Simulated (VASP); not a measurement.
Crystal: SbPt.

```
Sb Pt
1.0
     4.13000    0.00000    0.00000
    -2.06500    3.57668    0.00000
     0.00000    0.00000    5.47200
Sb Pt
2 2
Cartesian
  0.0000 2.3845 1.3680
  2.0650 1.1922 4.1040
  0.0000 0.0000 0.0000
  0.0000 0.0000 2.7360
```

| Quantity | Value |
| --- | --- |
| Program | VASP 6.6.1 |
| Task | relaxation of cell and atoms |
| Functional | PBEsol |
| Potentials or basis | VASP PAW PBE potentials, release 64 (Sb, Pt) |
| Cutoff | 600 eV |
| k mesh | 12 × 12 × 8 |
| Occupations | gaussian, width 0.1 eV |
| Spin | no spin polarisation |

At the start: pressure 2.5 GPa; volume 20.21 Å³/atom.

Q: How do energy, volume and symmetry change on relaxing?

A: Over 5 steps the energy falls by 3.3 meV/atom and the volume is 20.57 Å³/atom (+1.8 %); space group P6_3/mmc (No. 194, to 0.1 Å) before and after.

Step by step:
| step | energy change (eV) | largest force (eV/Å) | pressure (GPa) | volume (Å³) |
| --- | --- | --- | --- | --- |
| 1 | 0.0000 | 0.0000 | 2.53 | 80.83 |
| 2 | 0.0164 | 0.0000 | -3.82 | 84.62 |
| 3 | -0.0116 | 0.0000 | -0.11 | 82.28 |
| 4 | -0.0130 | 0.0000 | -0.03 | 82.27 |
| 5 | -0.0130 | 0.0000 | -0.01 | 82.27 |

Final structure:
```cif
data_structure
_symmetry_space_group_name_H-M 'P 1'
_symmetry_Int_Tables_number 1
_cell_length_a 4.1687
_cell_length_b 4.1687
_cell_length_c 5.4663
_cell_angle_alpha 90.000
_cell_angle_beta 90.000
_cell_angle_gamma 120.000
_cell_volume 82.27
loop_
_atom_site_label
_atom_site_type_symbol
_atom_site_fract_x
_atom_site_fract_y
_atom_site_fract_z
_atom_site_occupancy
Sb1 Sb 0.33333 0.66667 0.25000 1
Sb2 Sb 0.66667 0.33333 0.75000 1
Pt1 Pt 0.00000 0.00000 0.00000 1
Pt2 Pt 0.00000 0.00000 0.50000 1
```

Caveat: the PAW data sets were made with another functional, which shifts forces and pressure a little.
